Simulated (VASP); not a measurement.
# Zn2C (Fm-3m) in VASP: notebook, part 2 of 2

VASP 6.6.1. Earlier steps stand in the parts before.

## Step 4: Single point, PBE

This run uses another cell than the first one, of 11.78 Å³/atom, 1.031 times its volume.

INCAR

```
SYSTEM = Zn2C
ALGO = Normal
EDIFF = 1E-7
ENCUT = 520
GGA = PE
ISIF = 2
ISMEAR = -1
LASPH = .TRUE.
LCHARG = .FALSE.
LREAL = .FALSE.
LWAVE = .FALSE.
NBANDS = 21
NELM = 60
PREC = Accurate
SIGMA = 0.02
```

KPOINTS

```
k-points
0
G
  8 8 8
  0 0 0
```

POSCAR

```
Zn2C
1.0
    0.0000000000      2.6042747125      2.6042747125
    2.6042747125      0.0000000000      2.6042747125
    2.6042747125      2.6042747125      0.0000000000
C Zn
1 2
Direct
    0.0000000000      0.0000000000      0.0000000000
    0.2500000000      0.2500000000      0.2500000000
    0.7500000000      0.7500000000      0.7500000000
```

Potentials or basis: VASP PAW PBE potentials, release 64 (C, Zn).

Started as:

```sh
cat potpaw_PBE.64/C/POTCAR potpaw_PBE.64/Zn/POTCAR > POTCAR
mpirun -np 1 vasp_std > vasp.out
```

OUTCAR:

```text
SYSTEM = Zn2C
   EDIFF = 1E-7
   ENCUT = 520
   GGA = PE
   ISIF = 2
   ISMEAR = -1
   LASPH = .TRUE.
   LREAL = .FALSE.
   NELM = 60
   PREC = Accurate

 ion  position               nearest neighbor table
   1  0.000  0.000  0.000-   3 2.26   2 2.26   3 2.26   2 2.26   3 2.26   3 2.26   2 2.26   2 2.26

   2  0.250  0.250  0.250-   1 2.26   1 2.26   1 2.26   1 2.26   3 2.60   3 2.60   3 2.60   3 2.60
                             3 2.60   3 2.60
   3  0.750  0.750  0.750-   1 2.26   1 2.26   1 2.26   1 2.26   2 2.60   2 2.60   2 2.60   2 2.60
                             2 2.60   2 2.60

  LATTYP: Found a face centered cubic cell.
 ALAT       =     5.2085494250

  Lattice vectors:

 A1 = (   0.0000000000,   2.6042747125,   2.6042747125)
 A2 = (   2.6042747125,   0.0000000000,   2.6042747125)
 A3 = (   2.6042747125,   2.6042747125,   0.0000000000)

Analysis of symmetry for initial positions (statically):
=====================================================================
 Subroutine PRICEL returns:
 Original cell was already a primitive cell.

 Routine SETGRP: Setting up the symmetry group for a
 face centered cubic supercell.

 Subroutine GETGRP returns: Found 48 space group operations
 (whereof 48 operations were pure point group operations)
 out of a pool of 48 trial point group operations.

The static configuration has the point symmetry O_h .

Analysis of symmetry for dynamics (positions and initial velocities):
=====================================================================
 Subroutine PRICEL returns:
 Original cell was already a primitive cell.

 Routine SETGRP: Setting up the symmetry group for a
 face centered cubic supercell.

 Subroutine GETGRP returns: Found 48 space group operations
 (whereof 48 operations were pure point group operations)
 out of a pool of 48 trial point group operations.

The dynamic configuration has the point symmetry O_h .

 Subroutine INISYM returns: Found 48 space group operations
 (whereof 48 operations are pure point group operations),
 and found     1 'primitive' translations

----------------------------------------------------------------------------------------

                                     Primitive cell

  volume of cell :      35.3257

  direct lattice vectors                    reciprocal lattice vectors
     0.000000000  2.604274713  2.604274713    -0.191992034  0.191992034  0.191992034
     2.604274713  0.000000000  2.604274713     0.191992034 -0.191992034  0.191992034
     2.604274713  2.604274713  0.000000000     0.191992034  0.191992034 -0.191992034

  length of vectors
     3.683000619  3.683000619  3.683000619     0.332539958  0.332539958  0.332539958

  position of ions in fractional coordinates (direct lattice)
     0.000000000  0.000000000  0.000000000
     0.250000000  0.250000000  0.250000000
     0.750000000  0.750000000  0.750000000

  ion indices of the primitive-cell ions
   primitive index   ion index
                 1           1
                 2           2
                 3           3

----------------------------------------------------------------------------------------

 KPOINTS: k-points

Automatic generation of k-mesh.
 Grid dimensions read from file:
 generate k-points for:    8    8    8

 Generating k-lattice:

  Cartesian coordinates                     Fractional coordinates (reciprocal lattice)
    -0.023999004  0.023999004  0.023999004     0.125000000  0.000000000  0.000000000
     0.023999004 -0.023999004  0.023999004     0.000000000  0.125000000  0.000000000
     0.023999004  0.023999004 -0.023999004     0.000000000  0.000000000  0.125000000

  Length of vectors
     0.041567495  0.041567495  0.041567495

  Shift w.r.t. Gamma in fractional coordinates (k-lattice)
     0.000000000  0.000000000  0.000000000

 Subroutine IBZKPT returns following result:
 ===========================================

 Found     29 irreducible k-points:

 Following reciprocal coordinates:
            Coordinates               Weight
  0.000000  0.000000  0.000000      1.000000
  0.125000  0.000000  0.000000      8.000000
  0.250000  0.000000  0.000000      8.000000
  0.375000  0.000000  0.000000      8.000000
  0.500000  0.000000  0.000000      4.000000
  0.125000  0.125000  0.000000      6.000000
[... 16 lines left out ...]
  0.500000  0.250000  0.125000     48.000000
 -0.375000  0.250000  0.125000     24.000000
 [... further k-points ...]
   k-points           NKPTS =     29   k-points in BZ     NKDIM =     29   number of bands    NBANDS=     21
   number of dos      NEDOS =    301   number of ions     NIONS =      3
   total plane-waves  NPLWV =  21952
   dimension x,y,z NGX =    28 NGY =   28 NGZ =   28
   dimension x,y,z NGXF=    56 NGYF=   56 NGZF=   56
   ions per type =               1   2
   NGX,Y,Z   is equivalent  to a cutoff of  12.64, 12.64, 12.64 a.u.
   NGXF,Y,Z  is equivalent  to a cutoff of  25.28, 25.28, 25.28 a.u.
 SYSTEM =  Zn2C
   PREC   = accura    normal or accurate (medium, high low for compatibility)
   ISTART =      0    job   : 0-new  1-cont  2-samecut
   ICHARG =      2    charge: 1-file 2-atom 10-const
   ISPIN  =      1    spin polarized calculation?
   LNONCOLLINEAR =      F non collinear calculations
   LSORBIT =      F    spin-orbit coupling
   LASPH  =      T    aspherical Exc in radial PAW
   ENCUT  =  520.0 eV  38.22 Ry    6.18 a.u.   6.85  6.85  6.85*2*pi/ulx,y,z
   NELM   =     60;   NELMIN=  2; NELMDL= -5     # of ELM steps
   EDIFF  = 0.1E-06   stopping-criterion for ELM
   LREAL  =      F    real-space projection
   EDIFFG = 0.1E-05   stopping-criterion for IOM
   NSW    =      0    number of steps for IOM
   IBRION =     -1    ionic relax: 0-MD 1-quasi-New 2-CG
   NFREE  =      0    steps in history (QN), initial steepest desc. (CG)
   ISIF   =      2    stress and relaxation
   ISYM   =      2    0-nonsym 1-usesym 2-fastsym
   POTIM  = 0.5000    time-step for ionic-motion
   TEBEG  =    0.0;   TEEND  =   0.0 temperature during run
   PSTRESS=    0.0 pullay stress
   NELECT =      28.0000    total number of electrons
   NUPDOWN=      -1.0000    fix difference up-down
   EMIN   =  10.00;   EMAX   =-10.00  energy-range for DOS
   EFERMI =   0.00;   METHOD = LEGACY
   ISMEAR =    -1;   SIGMA  =   0.02  broadening in eV -4-tet -1-fermi 0-gaus
   EFERMI_NEDOS =   21; number of points for ismear=-14 and -15
   IALGO  =     38    algorithm
   IMIX   =      4    mixing-type and parameters
     AMIX     =   0.40;   BMIX     =  1.00
     AMIX_MAG =   1.60;   BMIX_MAG =  1.00
  volume/ion in A,a.u.               =      11.78        79.46
  Fermi-wavevector in a.u.,A,eV,Ry     =   1.515063  2.863054 31.231033  2.295416
  Thomas-Fermi vector in A             =   2.624637
   LORBIT       =      0    0 simple, 1 ext, 2 COOP (PROOUT), +10 PAW based schemes
   GGA     = PE    functional components
   LHFCALC =     F    Hartree Fock is set to
   AEXX    =    0.0000 exact exchange contribution
   IVDW    =     0    specifies the selected vdW correction
   LEPSILON=     F    determine dielectric tensor
   LRPA    =     F    only Hartree local field effects (RPA)
 non-spin polarized calculation
  energy-cutoff  :      520.00
  volume of cell :       35.33
 maximum number of plane-waves:       960
   NGX = 13   NGY = 13   NGZ = 13

 number of electron      27.9999971 magnetization

 Free energy of the ion-electron system (eV)
  ---------------------------------------------------
  ext. energy  EPLUGINS =         0.00000000
  ---------------------------------------------------
  free energy    TOTEN  =        -9.26771150 eV

  energy without entropy =       -9.26756226  energy(sigma->0) =       -9.26763688

 E-fermi :   4.4279     XC(G=0): -11.9131

 val. band max:        4.4140455998   @ k =   0.0000   0.0000   0.0000
 cond. band min:       5.1357076305   @ k =   0.5000   0.0000   0.0000
 fundamental gap:      0.7216620308
 Fermi energy:         4.4279100913

 k-point     1 :       0.0000    0.0000    0.0000
  band No.  band energies     occupation
      1      -9.3952      2.00000
      2      -4.1628      2.00000
      3      -4.1628      2.00000
      4      -4.1628      2.00000
      5      -3.9799      2.00000
      6      -3.9799      2.00000
[... 550 lines left out ...]
      5      -3.3858      2.00000
      6      -3.3839      2.00000
[... 13 lines left out ...]
     20      14.8726      0.00000
     21      17.0540      0.00000

 [... further k-points ...]

------------------------ aborting loop because EDIFF is reached ----------------------------------------

  FORCE on cell =-STRESS in cart. coord.  units (eV):
  Direction    XX          YY          ZZ          XY          YZ          ZX
  --------------------------------------------------------------------------------------
  -------------------------------------------------------------------------------------
  Total        0.1280988      0.1280988      0.1280988     -0.0000000      0.0000000     -0.0000000
  in kB        5.8098544      5.8098544      5.8098544     -0.0000000      0.0000000     -0.0000000
  external PRESSURE =       5.8098544 kB  Pullay stress =       0.0000000 kB

 VOLUME and BASIS-vectors are now :
 -----------------------------------------------------------------------------
  energy-cutoff  :      520.00
  volume of cell :       35.33
      direct lattice vectors                 reciprocal lattice vectors
     0.000000000  2.604274713  2.604274713    -0.191992034  0.191992034  0.191992034
     2.604274713  0.000000000  2.604274713     0.191992034 -0.191992034  0.191992034
     2.604274713  2.604274713  0.000000000     0.191992034  0.191992034 -0.191992034

 POSITION                                       TOTAL-FORCE (eV/Angst)
 -----------------------------------------------------------------------------------
      0.00000      0.00000      0.00000        -0.000000      0.000000     -0.000000
      1.30214      1.30214      1.30214        -0.000000     -0.000000     -0.000000
      3.90641      3.90641      3.90641         0.000000      0.000000      0.000000
 -----------------------------------------------------------------------------------
    total drift:                                0.000000      0.000000      0.000000

  FREE ENERGIE OF THE ION-ELECTRON SYSTEM (eV)
  ---------------------------------------------------
  free  energy   TOTEN  =        -9.2677114977 eV

  energy  without entropy=       -9.2675622571  energy(sigma->0) =       -9.26763688
```

OSZICAR:

```text
N       E                     dE             d eps       ncg     rms          rms(c)
DAV:   1     0.148049105577E+03    0.14805E+03   -0.14356E+04  1234   0.206E+03
DAV:   2     0.478023261292E+00   -0.14757E+03   -0.14106E+03  1248   0.337E+02
DAV:   3    -0.109500717708E+02   -0.11428E+02   -0.11244E+02  1363   0.930E+01
DAV:   4    -0.111542628756E+02   -0.20419E+00   -0.20390E+00  1323   0.120E+01
DAV:   5    -0.111554755619E+02   -0.12127E-02   -0.12126E-02  1368   0.864E-01    0.948E+00
DAV:   6    -0.927963925526E+01    0.18758E+01   -0.49860E+00  1824   0.495E+01    0.675E+00
DAV:   7    -0.928456917195E+01   -0.49299E-02   -0.78764E-01  1385   0.109E+01    0.357E+00
DAV:   8    -0.926973495977E+01    0.14834E-01   -0.51418E-02  1348   0.157E+00    0.104E+00
DAV:   9    -0.926770010253E+01    0.20349E-02   -0.30343E-03  1646   0.588E-01    0.141E-01
DAV:  10    -0.926768339408E+01    0.16708E-04   -0.98557E-04  1771   0.276E-01    0.602E-02
DAV:  11    -0.926771220199E+01   -0.28808E-04   -0.17720E-04  1293   0.116E-01    0.197E-02
DAV:  12    -0.926771211687E+01    0.85119E-07   -0.60045E-06  1323   0.256E-02    0.117E-02
DAV:  13    -0.926771169468E+01    0.42219E-06   -0.59415E-07  1378   0.589E-03    0.312E-03
DAV:  14    -0.926771149374E+01    0.20094E-06   -0.48439E-07  1273   0.593E-03    0.560E-04
DAV:  15    -0.926771149773E+01   -0.39831E-08   -0.95234E-08   934   0.173E-03
   1 F= -.92677115E+01 E0= -.92676369E+01  d E =-.149241E-03
```

stdout:

```text
POSCAR found type information on POSCAR C Zn
 POSCAR found :  2 types and       3 ions
 scaLAPACK will be used
 LDA part: xc-table for (Slater+PW92), standard interpolation
 POSCAR, INCAR and KPOINTS ok, starting setup
 FFT: planning ... GRIDC
 FFT: planning ... GRID_SOFT
 FFT: planning ... GRID
 WAVECAR not read
 entering main loop
```

Wall time 21 s (1 thread of AMD EPYC 9R45 (Zen 5), shared host); peak memory 0.13 GiB.

Results:

* Free energy: -9.2677 eV
* Pressure: 0.6 GPa
* Band gap on the k mesh: zero (filled and empty bands touch)

## Step 5: Single point, r2SCAN

POSCAR

```
Zn2C
1.0
    0.0000000000      2.5779490375      2.5779490375
    2.5779490375      0.0000000000      2.5779490375
    2.5779490375      2.5779490375      0.0000000000
C Zn
1 2
Direct
    0.0000000000      0.0000000000      0.0000000000
    0.2500000000      0.2500000000      0.2500000000
    0.7500000000      0.7500000000      0.7500000000
```

INCAR.step1

```
PREC = Accurate
ENCUT = 520
ISMEAR = -1
SIGMA = 0.02
LREAL = F
LASPH = T
NELM = 80
NBANDS = 21
GGA = PE
ALGO = Normal
EDIFF = 1E-4
LWAVE = T
LCHARG = F
```

INCAR.step2

```
PREC = Accurate
ENCUT = 520
EDIFF = 1E-6
ISMEAR = -1
SIGMA = 0.02
LREAL = F
LASPH = T
NELM = 80
ALGO = Normal
ISIF = 2
LWAVE = F
LCHARG = F
METAGGA = R2SCAN
LMIXTAU = T
NBANDS = 21
ISTART = 1
```

KPOINTS

```
regular mesh
0
Gamma
  8 8 8
```

Started as:

```sh
cat potpaw_PBE.64/C/POTCAR potpaw_PBE.64/Zn/POTCAR > POTCAR
cp INCAR.step1 INCAR
mpirun -np 1 vasp_std > vasp.out
cp INCAR.step2 INCAR
mpirun -np 1 vasp_std > vasp.out
```

Run time: 89 s. Hardware: 1 thread of AMD EPYC 9R45 (Zen 5), shared host; peak memory 0.14 GiB.

It converged, with:

| Quantity | Value |
| --- | --- |
| Free energy | -25.8331 eV |
| Pressure | 0.7 GPa |
| Band gap on the k mesh | 0.13 eV, direct |

Levels at points of the mesh, in eV from the valence-band top:
```
           k point  band 10  band 11  band 12  band 13  band 14  band 15  band 16  band 17  band 18  band 19
(0.00, 0.00, 0.00)    -7.09    -7.09     0.00     0.00     0.00     0.13     4.55     4.55     4.55    10.24
(0.50, 0.00, 0.00)    -7.88    -7.50    -7.30    -1.20    -1.20     1.14     5.49     5.49     6.44     9.67
(0.50, 0.50, 0.00)    -7.42    -7.12    -5.49    -3.90    -3.90     1.13     1.90     8.17     9.77     9.77
```

Caveat: the PAW data sets were made with another functional, which shifts forces and pressure a little.

## Step 6: The runs side by side

```tsv
level	potentials or basis	cell	gap on the mesh (eV)	pressure (GPa)
LDA	VASP PAW LDA potentials, release 64 (C, Zn)	a = 3.646 Å, angles 60.0°, 3 atoms	none	-6.5
PBEsol	VASP PAW PBE potentials, release 64 (C, Zn)	a = 3.627 Å, angles 60.0°, 3 atoms	none	0.7
PBE	VASP PAW PBE potentials, release 64 (C, Zn)	a = 3.683 Å, angles 60.0°, 3 atoms	none	0.6
r2SCAN	VASP PAW PBE potentials, release 64 (C, Zn)	a = 3.646 Å, angles 60.0°, 3 atoms	0.13	0.7
```

Alike in all rows: task single point; no spin polarisation; k mesh 8 × 8 × 8; cutoff (eV) 520; smearing fermi-dirac 0.02 eV.

Caveats: the PAW data sets were made with another functional, which shifts forces and pressure a little (some runs).

Total energies depend on the potentials used, so only differences within one code and one set of settings carry meaning.
